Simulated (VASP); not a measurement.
Input of a VASP 6.6.1 run:

INCAR

```
SYSTEM = PrScO
PREC = Accurate
ENCUT = 600
EDIFF = 1E-6
ISMEAR = 0
SIGMA = 0.2
LREAL = .False.
LASPH = .True.
NELM = 200
ALGO = Normal
ISIF = 2
LWAVE = .False.
LCHARG = .True.
GGA = PE
LELF = .True.
LVHAR = .True.
NBANDS = 37
GGA_COMPAT = .False.
LMAXMIX = 6
```

Contents of KPOINTS:

```
Automatic mesh
0
Gamma
  4 4 2
  0 0 0
```

Contents of POSCAR:

```
PrScO
1.0
    4.4017599723     -0.0000000030      0.0000000000
   -2.2008799836      3.8120359589      0.0000000000
    0.0000000000      0.0000000000      9.4806932207
Pr Sc O
2 2 2
Direct
    0.0000000000      0.0000000000      0.2729639254
    0.0000000000      0.0000000000      0.7270360746
    0.3333333333      0.6666666667      0.0000000000
    0.6666666667      0.3333333333      0.0000000000
    0.0000000000      0.0000000000      0.5000000000
    0.0000000000      0.0000000000      0.0000000000
```

Potentials or basis: VASP PAW PBE potentials, release 64 (Pr_3, Sc_sv, O), 4f in core.

The run is started by

```sh
$ cat potpaw_PBE.64/Pr_3/POTCAR potpaw_PBE.64/Sc_sv/POTCAR potpaw_PBE.64/O/POTCAR > POTCAR
$ mpirun -np 1 vasp_std > vasp.out
```

Estimate the pressure.

0.2 GPa.

What does it give for the largest force?

0.029 eV/Å.

Predict the band gap on the k mesh.

zero (bands 28 and 29 overlap by 0.08 eV).

Forces in eV/Å, atoms in the order of the input:
```
Pr   0.000  0.000  0.029
Pr   0.000  0.000 -0.029
Sc   0.000  0.000  0.000
Sc   0.000  0.000  0.000
O    0.000  0.000  0.000
O    0.000  0.000  0.000
```

Caveat: the k points lie up to 0.41 Å⁻¹ apart; spin-orbit coupling is left out, which moves the levels of the heavy elements; the 4f electrons are frozen in the core, so they carry no moment and show no levels; the run has no spin polarisation, though such a crystal can be magnetic. With open d or f shells a metallic result of PBE can be an artefact of self-interaction; +U or a hybrid may open a gap.
